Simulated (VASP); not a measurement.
Runs of VASP 6.6.1 on Be. The structure is that of space group Fm-3m (No. 225), or close to it. The cells are those of the table. This isn't the form of Be at room conditions, which is hcp.

```tsv
task	cell	gap on the mesh (eV)	pressure (GPa)
single point	a = 2.108 Å, angles 60.0°, 1 atom	none	20.7
relaxation of cell and atoms	relaxed from a = 2.256 Å, angles 60.0°, 1 atom	none	-0.1
single point	a = 2.197 Å, angles 60.0°, 1 atom	none	0.4
relaxation of cell and atoms	relaxed to 10 GPa from a = 2.256 Å, angles 60.0°, 1 atom	none	10.0
relaxation of cell and atoms	relaxed to 5 GPa from a = 2.256 Å, angles 60.0°, 1 atom	none	4.9
single point	a = 2.148 Å, angles 60.0°, 1 atom	none	(a)
single point	a = 2.171 Å, angles 60.0°, 1 atom	none	5.5
relaxation of cell and atoms	relaxed to 20 GPa from a = 2.256 Å, angles 60.0°, 1 atom	none	20.1
```

Alike in all rows: level LDA; potentials or basis VASP PAW LDA potentials, release 64 (Be); no spin polarisation; k mesh 14 × 14 × 14; cutoff (eV) 600; smearing fermi-dirac 0.05 eV.

Estimate the missing entries.

(a) 10.6.

Caveats: the cell stands under pressure (at least some runs); the cell is relaxed towards a set pressure, so the run minimises the enthalpy, not the energy (at least some runs).

A gap of «none» marks levels without a gap at the run's occupations.
